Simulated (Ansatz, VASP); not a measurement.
# Na: VASP beside Ansatz

Contents of INCAR:

```
SYSTEM = Na
PREC     = Accurate       ! precision mode
ENCUT    = 520            ! plane-wave cutoff, eV
EDIFF    = 1E-6           ! SCF threshold, eV
ISMEAR   = -1             ! smearing method
SIGMA    = 0.1            ! smearing width, eV
LREAL    = .False.        ! projectors in reciprocal space
LASPH    = .True.         ! aspherical terms in the spheres
NELM     = 60             ! most SCF steps
ALGO     = Normal         ! electronic algorithm
ISIF     = 2              ! what is computed and relaxed
LWAVE    = .False.        ! write WAVECAR
LCHARG   = .False.        ! write CHGCAR
NBANDS   = 14             ! bands
```

File KPOINTS:

```
Automatic mesh
0
Gamma
  11 11 6
  0 0 0
```

File POSCAR:

```
Na
1.0
    3.5200376169      0.0000000000      0.0000000000
   -1.7600188084      3.0484419985      0.0000000000
    0.0000000000      0.0000000000      5.7471857344
Na
2
Direct
    0.3333333333      0.6666666667      0.2500000000
    0.6666666667      0.3333333333      0.7500000000
```

Input for Ansatz:

```yaml
crystal:
  lattice:
    - [3.5200376169, 0.0, 0.0]
    - [-1.7600188084, 3.0484419985, 0.0]
    - [0.0, 0.0, 5.7471857344]
  atoms:
    - { symbol: Na, position: [0.3333333333, 0.6666666667, 0.25] }
    - { symbol: Na, position: [0.6666666667, 0.3333333333, 0.75] }
hamiltonian:
  xc: lda
  pseudopotentials:
    kind: paw
    azcp:
      Na: "pseudopotentials/Na.paw.azcp"
basis:
  ecutwfc: 420
  fft_grid_basis: typed
kpoints:
  mp_grid: { grid: [11, 11, 6], shift: [0, 0, 0] }
magnetization:
  spin_polarized: false
scf:
  occupations: { method: fermi_dirac, width: 0.1 }
  lower_state_search: "off"
output:
  stress: true
  write_density: true
  write_potential: true
  elf: true
  volumetric_format: npy
```

Alike in both runs: task single point; functional LDA; k mesh 11 × 11 × 6; occupations fermi-dirac, width 0.1 eV; no spin polarisation.

|  | VASP | Ansatz |
| --- | --- | --- |
| version | VASP 6.6.1 | Ansatz 0.2.0 |
| potentials or method | VASP PAW LDA potentials, release 64 (Na_pv), cutoff 520 eV | plane waves (420 eV) with PAW, scalar-relativistic |
| valence electrons in the cell | 14 | 18 |

|  | VASP | Ansatz | Ansatz less VASP |
| --- | --- | --- | --- |
| pressure (GPa) | 0.9 | 0.9 | -0.01 |
| traceless stress, the component that is largest in VASP (GPa) | 0.16 | 0.16 | 0.000 |

Ansatz warns that its potentials were made for another functional, while VASP's fit it. LDA's correlation is that of Perdew and Zunger in VASP and of Perdew and Wang (1992) in Ansatz. VASP's potentials hold 14 valence electrons a cell and Ansatz's 18, so a difference there can come from the potentials and not from the codes.
